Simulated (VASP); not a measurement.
# Ir (P6_3/mmc) in VASP: a series of runs

The runs below take Ir through single point, relaxation of cell and atoms, with LDA, PBEsol+D3(BJ), BLYP+D3(BJ).

Everything below comes from runs of VASP 6.6.1. Logs are shortened: lines on timing, memory, paths and dates and some standing lists are left out, and cuts for length are marked.

## 1. The cell of the first run

Symmetry: P6_3/mmc, No. 194, hexagonal system. Conventional cell: a = 2.705 Å, b = 2.705 Å, c = 4.388 Å, α = 90.00°, β = 90.00°, γ = 120.00°. Within 3.6 Å of Ir (site symmetry -6m2) lie 12 Ir at 2.69 to 2.70 Å.

This isn't the form of Ir at room conditions, which is fcc.

## 2. Single point, LDA

File INCAR:

```
PREC     = Accurate       # precision mode
ENCUT    = 520            # plane-wave cutoff, eV
EDIFF    = 1E-7           # SCF threshold, eV
ISMEAR   = 1              # smearing method
SIGMA    = 0.1            # smearing width, eV
LREAL    = F              # projectors in reciprocal space
LASPH    = T              # aspherical terms in the spheres
NELM     = 80             # most SCF steps
ALGO     = Normal         # electronic algorithm
ISIF     = 2              # what is computed and relaxed
LWAVE    = F              # write WAVECAR
LCHARG   = T              # write CHGCAR
LELF     = T              # ELF
LVHAR    = T            
NBANDS   = 16             # bands
```

File KPOINTS:

```
Automatic mesh
0
Gamma
  14 14 8
```

File POSCAR:

```
Ir
1.0
    2.7049992326      0.0000000000      0.0000000000
   -1.3524996163      2.3425980527      0.0000000000
    0.0000000000      0.0000000000      4.3878492512
Ir
2
Direct
    0.6666666667      0.3333333333      0.7500000000
    0.3333333333      0.6666666667      0.2500000000
```

Potentials or basis: VASP PAW LDA potentials, release 64 (Ir).

Started as:

```
$ cat potpaw_LDA.64/Ir/POTCAR > POTCAR
$ mpirun -np 1 vasp_std > vasp.out
```

OUTCAR:

```text
PREC = Accurate
   ENCUT = 520
   EDIFF = 1E-7
   ISMEAR = 1
   LREAL = F
   LASPH = T
   NELM = 80
   ISIF = 2

 ion  position               nearest neighbor table
   1  0.667  0.333  0.750-   2 2.69   2 2.69   2 2.69   2 2.69   2 2.69   2 2.69
   2  0.333  0.667  0.250-   1 2.69   1 2.69   1 2.69   1 2.69   1 2.69   1 2.69

  LATTYP: Found a hexagonal cell.
 ALAT       =     2.7049992326
 C/A-ratio  =     1.6221258765

  Lattice vectors:

 A1 = (   2.7049992326,   0.0000000000,   0.0000000000)
 A2 = (  -1.3524996163,   2.3425980527,   0.0000000000)
 A3 = (   0.0000000000,   0.0000000000,   4.3878492512)

Analysis of symmetry for initial positions (statically):
=====================================================================
 Subroutine PRICEL returns:
 Original cell was already a primitive cell.

 Routine SETGRP: Setting up the symmetry group for a
 hexagonal supercell.

 Subroutine GETGRP returns: Found 24 space group operations
 (whereof 12 operations were pure point group operations)
 out of a pool of 24 trial point group operations.

The static configuration has the point symmetry D_3d.
 The point group associated with its full space group is D_6h.

Analysis of symmetry for dynamics (positions and initial velocities):
=====================================================================
 Subroutine PRICEL returns:
 Original cell was already a primitive cell.

 Routine SETGRP: Setting up the symmetry group for a
 hexagonal supercell.

 Subroutine GETGRP returns: Found 24 space group operations
 (whereof 12 operations were pure point group operations)
 out of a pool of 24 trial point group operations.

The dynamic configuration has the point symmetry D_3d.
 The point group associated with its full space group is D_6h.

 Subroutine INISYM returns: Found 24 space group operations
 (whereof 12 operations are pure point group operations),
 and found     1 'primitive' translations

----------------------------------------------------------------------------------------

                                     Primitive cell

  volume of cell :      27.8046

  direct lattice vectors                    reciprocal lattice vectors
     2.704999233  0.000000000  0.000000000     0.369685872  0.213438238  0.000000000
    -1.352499616  2.342598053  0.000000000     0.000000000  0.426876475  0.000000000
     0.000000000  0.000000000  4.387849251     0.000000000  0.000000000  0.227902087

  length of vectors
     2.704999233  2.704999233  4.387849251     0.426876475  0.426876475  0.227902087

  position of ions in fractional coordinates (direct lattice)
     0.666666667  0.333333333  0.750000000
     0.333333333  0.666666667  0.250000000

  ion indices of the primitive-cell ions
   primitive index   ion index
                 1           1
                 2           2

----------------------------------------------------------------------------------------

 KPOINTS: Automatic mesh

Automatic generation of k-mesh.
 Grid dimensions read from file:
 generate k-points for:   14   14    8

 Generating k-lattice:

  Cartesian coordinates                     Fractional coordinates (reciprocal lattice)
     0.026406134  0.015245588  0.000000000     0.071428571  0.000000000  0.000000000
     0.000000000  0.030491177  0.000000000     0.000000000  0.071428571  0.000000000
     0.000000000  0.000000000  0.028487761     0.000000000  0.000000000  0.125000000

  Length of vectors
     0.030491177  0.030491177  0.028487761

  Shift w.r.t. Gamma in fractional coordinates (k-lattice)
     0.000000000  0.000000000  0.000000000

 Subroutine IBZKPT returns following result:
 ===========================================

 Found    120 irreducible k-points:

 Following reciprocal coordinates:
            Coordinates               Weight
  0.000000  0.000000  0.000000      1.000000
  0.071429  0.000000  0.000000      6.000000
  0.142857  0.000000  0.000000      6.000000
  0.214286  0.000000  0.000000      6.000000
  0.285714  0.000000  0.000000      6.000000
  0.357143  0.000000  0.000000      6.000000
[... 16 lines left out ...]
  0.285714  0.285714  0.000000      6.000000
  0.357143  0.285714  0.000000      6.000000
 [... further k-points ...]
   k-points           NKPTS =    120   k-points in BZ     NKDIM =    120   number of bands    NBANDS=     16
   number of dos      NEDOS =    301   number of ions     NIONS =      2
   total plane-waves  NPLWV =  14400
   dimension x,y,z NGX =    20 NGY =   20 NGZ =   36
   dimension x,y,z NGXF=    40 NGYF=   40 NGZF=   72
   ions per type =               2
   NGX,Y,Z   is equivalent  to a cutoff of  12.29, 12.29, 13.64 a.u.
   NGXF,Y,Z  is equivalent  to a cutoff of  24.58, 24.58, 27.28 a.u.
 SYSTEM =  unknown system
   PREC   = accura    normal or accurate (medium, high low for compatibility)
   ISTART =      0    job   : 0-new  1-cont  2-samecut
   ICHARG =      2    charge: 1-file 2-atom 10-const
   ISPIN  =      1    spin polarized calculation?
   LNONCOLLINEAR =      F non collinear calculations
   LSORBIT =      F    spin-orbit coupling
   LASPH  =      T    aspherical Exc in radial PAW
   ENCUT  =  520.0 eV  38.22 Ry    6.18 a.u.   5.03  5.03  8.16*2*pi/ulx,y,z
   NELM   =     80;   NELMIN=  2; NELMDL= -5     # of ELM steps
   EDIFF  = 0.1E-06   stopping-criterion for ELM
   LREAL  =      F    real-space projection
   EDIFFG = 0.1E-05   stopping-criterion for IOM
   NSW    =      0    number of steps for IOM
   IBRION =     -1    ionic relax: 0-MD 1-quasi-New 2-CG
   NFREE  =      0    steps in history (QN), initial steepest desc. (CG)
   ISIF   =      2    stress and relaxation
   ISYM   =      2    0-nonsym 1-usesym 2-fastsym
   POTIM  = 0.5000    time-step for ionic-motion
   TEBEG  =    0.0;   TEEND  =   0.0 temperature during run
   PSTRESS=    0.0 pullay stress
   NELECT =      18.0000    total number of electrons
   NUPDOWN=      -1.0000    fix difference up-down
   EMIN   =  10.00;   EMAX   =-10.00  energy-range for DOS
   EFERMI =   0.00;   METHOD = LEGACY
   ISMEAR =     1;   SIGMA  =   0.10  broadening in eV -4-tet -1-fermi 0-gaus
   EFERMI_NEDOS =   21; number of points for ismear=-14 and -15
   IALGO  =     38    algorithm
   IMIX   =      4    mixing-type and parameters
     AMIX     =   0.40;   BMIX     =  1.00
     AMIX_MAG =   1.60;   BMIX_MAG =  1.00
  volume/ion in A,a.u.               =      13.90        93.82
  Fermi-wavevector in a.u.,A,eV,Ry     =   1.416207  2.676244 27.288427  2.005643
  Thomas-Fermi vector in A             =   2.537566
   LORBIT       =      0    0 simple, 1 ext, 2 COOP (PROOUT), +10 PAW based schemes
   GGA     = CA    functional components
   LHFCALC =     F    Hartree Fock is set to
   AEXX    =    0.0000 exact exchange contribution
   IVDW    =     0    specifies the selected vdW correction
   LEPSILON=     F    determine dielectric tensor
   LRPA    =     F    only Hartree local field effects (RPA)
 non-spin polarized calculation
 Methfessel and Paxton  Order N= 1 SIGMA  =   0.10
  energy-cutoff  :      520.00
  volume of cell :       27.80
 maximum number of plane-waves:       772
 NGX is ok and might be reduce to    20
   NGX =  9   NGY =  9   NGZ = 17

 number of electron      18.0000001 magnetization

 Free energy of the ion-electron system (eV)
  ---------------------------------------------------
  ext. energy  EPLUGINS =         0.00000000
  ---------------------------------------------------
  free energy    TOTEN  =       -20.48897973 eV

  energy without entropy =      -20.48782941  energy(sigma->0) =      -20.48859629

 E-fermi :  10.7531     XC(G=0): -14.2392

 val. band max:       10.7508988146   @ k =   0.2857   0.0714   0.0000
 cond. band min:      10.7630341067   @ k =   0.2857   0.0714   0.3750
 fundamental gap:      0.0121352921
 Fermi energy:        10.7530967207

 k-point     1 :       0.0000    0.0000    0.0000
  band No.  band energies     occupation
      1      -0.6739      2.00000
      2       2.3440      2.00000
      3       6.6524      2.00000
      4       6.7635      2.00000
      5       6.7635      2.00000
      6       7.4463      2.00000
[... 8 lines left out ...]
     15      27.1531      0.00000
     16      28.2841      0.00000

 k-point     2 :       0.0714    0.0000    0.0000
  band No.  band energies     occupation
      1      -0.4698      2.00000
      2       2.5264      2.00000
      3       6.3220      2.00000
      4       6.9369      2.00000
      5       7.0492      2.00000
      6       7.3364      2.00000
[... 8 lines left out ...]
     15      27.4241      0.00000
     16      28.6181      0.00000

 k-point     3 :       0.1429    0.0000    0.0000
  band No.  band energies     occupation
      1       0.1141      2.00000
      2       3.0087      2.00000
      3       5.8826      2.00000
      4       6.9920      2.00000
      5       7.0498      2.00000
      6       7.4453      2.00000
[... 8 lines left out ...]
     15      28.0202      0.00000
     16      28.9178      0.00000

 k-point     4 :       0.2143    0.0000    0.0000
  band No.  band energies     occupation
      1       0.9811      2.00000
      2       3.5153      2.00000
      3       5.6081      2.00000
      4       5.9016      2.00000
      5       6.6910      2.00000
      6       7.4224      2.00000
[... 8 lines left out ...]
     15      27.4134      0.00000
     16      27.9435      0.00000
[... 324 lines left out ...]
 k-point    22 :       0.3571    0.2143    0.0000
  band No.  band energies     occupation
      1       3.7056      2.00000
      2       4.1117      2.00000
      3       4.1905      2.00000
      4       5.9269      2.00000
      5       6.1951      2.00000
      6       6.7966      2.00000
[... 8 lines left out ...]
     15      23.1741      0.00000
     16      24.5414      0.00000

 k-point    23 :       0.2857    0.2857    0.0000
  band No.  band energies     occupation
      1       3.7330      2.00000
      2       4.3455      2.00000
      3       4.7638      2.00000
      4       5.3479      2.00000
      5       6.1472      2.00000
      6       6.7518      2.00000
[... 8 lines left out ...]
     15      23.5881      0.00000
     16      25.4219      0.00000

 k-point    24 :       0.3571    0.2857    0.0000
  band No.  band energies     occupation
      1       3.6736      2.00000
      2       4.5764      2.00000
      3       4.6666      2.00000
      4       5.5588      2.00000
      5       6.2578      2.00000
      6       6.5188      2.00000
[... 8 lines left out ...]
     15      24.4560      0.00000
     16      24.6240      0.00000

 [... further k-points ...]

------------------------ aborting loop because EDIFF is reached ----------------------------------------

  FORCE on cell =-STRESS in cart. coord.  units (eV):
  Direction    XX          YY          ZZ          XY          YZ          ZX
  --------------------------------------------------------------------------------------
  -------------------------------------------------------------------------------------
  Total        0.4455911      0.4455911      0.4538224      0.0000000     -0.0000000      0.0000000
  in kB       25.6761835     25.6761835     26.1504940      0.0000000     -0.0000000      0.0000000
  external PRESSURE =      25.8342870 kB  Pullay stress =       0.0000000 kB

 VOLUME and BASIS-vectors are now :
 -----------------------------------------------------------------------------
  energy-cutoff  :      520.00
  volume of cell :       27.80
      direct lattice vectors                 reciprocal lattice vectors
     2.704999233  0.000000000  0.000000000     0.369685872  0.213438238  0.000000000
    -1.352499616  2.342598053  0.000000000     0.000000000  0.426876475  0.000000000
     0.000000000  0.000000000  4.387849251     0.000000000  0.000000000  0.227902087

 POSITION                                       TOTAL-FORCE (eV/Angst)
 -----------------------------------------------------------------------------------
      1.35250      0.78087      3.29089        -0.000000     -0.000000      0.000000
     -0.00000      1.56173      1.09696         0.000000      0.000000      0.000000
 -----------------------------------------------------------------------------------
    total drift:                               -0.000000      0.000000     -0.000000

  FREE ENERGIE OF THE ION-ELECTRON SYSTEM (eV)
  ---------------------------------------------------
  free  energy   TOTEN  =       -20.4889797317 eV

  energy  without entropy=      -20.4878294121  energy(sigma->0) =      -20.48859629
```

It took 24 s on 1 thread of Intel Xeon Platinum 8488C (Sapphire Rapids), shared host; peak memory 0.16 GiB.

What came out:

```yaml
Free_energy: -20.4890 eV
Pressure: 2.6 GPa
Band_gap_on_the_k_mesh: zero (bands 9 and 10 overlap by 3.45 eV)
```

Levels at points of the mesh, in eV from the Fermi level:
| k point | band 7 | band 8 | band 9 | band 10 | band 11 | band 12 |
| --- | --- | --- | --- | --- | --- | --- |
| (0.00, 0.00, 0.00) | -3.31 | -2.47 | -2.47 | -0.84 | 0.27 | 0.27 |
| (0.50, 0.00, 0.00) | -3.10 | 0.74 | 1.01 | 1.18 | 3.05 | 4.54 |
| (0.00, 0.00, 0.50) | -4.11 | -4.11 | -0.50 | -0.50 | -0.50 | -0.50 |
| (0.50, 0.00, 0.50) | -1.01 | -1.01 | 1.00 | 1.00 | 2.08 | 2.08 |

Caveat: spin-orbit coupling is left out, which moves the levels of the heavy elements.

## 3. Single point, PBEsol+D3(BJ)

This run uses another cell than the first one, of 13.82 Å³/atom.

File INCAR:

```
SYSTEM = Ir
PREC     = Accurate       ! precision mode
ENCUT    = 520            ! plane-wave cutoff, eV
EDIFF    = 1E-6           ! SCF threshold, eV
ISMEAR   = 1              ! smearing method
SIGMA    = 0.1            ! smearing width, eV
LREAL    = .False.        ! projectors in reciprocal space
LASPH    = .True.         ! aspherical terms in the spheres
NELM     = 60             ! most SCF steps
ALGO     = Normal         ! electronic algorithm
ISIF     = 2              ! what is computed and relaxed
LWAVE    = .False.        ! write WAVECAR
LCHARG   = .False.        ! write CHGCAR
GGA      = PS             ! functional
IVDW     = 12             ! dispersion correction
NBANDS   = 16             ! bands
```

File KPOINTS:

```
Automatic mesh
0
Gamma
  14 14 8
  0 0 0
```

File POSCAR:

```
Ir
1.0
    2.6991710034      0.0000000000      0.0000000000
   -1.3495855017      2.3375506581      0.0000000000
    0.0000000000      0.0000000000      4.3803338682
Ir
2
Direct
    0.6666666667      0.3333333333      0.7500000000
    0.3333333333      0.6666666667      0.2500000000
```

Potentials or basis: VASP PAW PBE potentials, release 64 (Ir).

Started as:

```
$ cat potpaw_PBE.64/Ir/POTCAR > POTCAR
$ mpirun -np 1 vasp_std > vasp.out
```

Wall time 28 s (1 thread of Intel Xeon Platinum 8488C (Sapphire Rapids), shared host); peak memory 0.18 GiB.

The run converged. Its results:

| Quantity | Value |
| --- | --- |
| Free energy | -20.9226 eV |
| Pressure | 1.2 GPa |
| Band gap on the k mesh | zero (bands 9 and 10 overlap by 3.51 eV) |
| Dispersion energy per atom | -0.732 eV |

Levels at points of the mesh, in eV from the Fermi level:
| k point | band 6 | band 7 | band 8 | band 9 | band 10 | band 11 | band 12 | band 13 |
| --- | --- | --- | --- | --- | --- | --- | --- | --- |
| (0.00, 0.00, 0.00) | -3.33 | -3.33 | -2.49 | -2.49 | -0.97 | 0.28 | 0.28 | 7.26 |
| (0.50, 0.00, 0.00) | -3.63 | -3.14 | 0.76 | 1.02 | 1.19 | 3.04 | 4.53 | 8.36 |
| (0.00, 0.00, 0.50) | -4.15 | -4.15 | -4.15 | -0.49 | -0.49 | -0.49 | -0.49 | 13.61 |
| (0.50, 0.00, 0.50) | -2.24 | -1.07 | -1.07 | 1.02 | 1.02 | 2.05 | 2.05 | 7.87 |

Caveat: the PAW data sets were made with another functional, which shifts forces and pressure a little; spin-orbit coupling is left out, which moves the levels of the heavy elements.

(Part 1 of 3 ends here.)
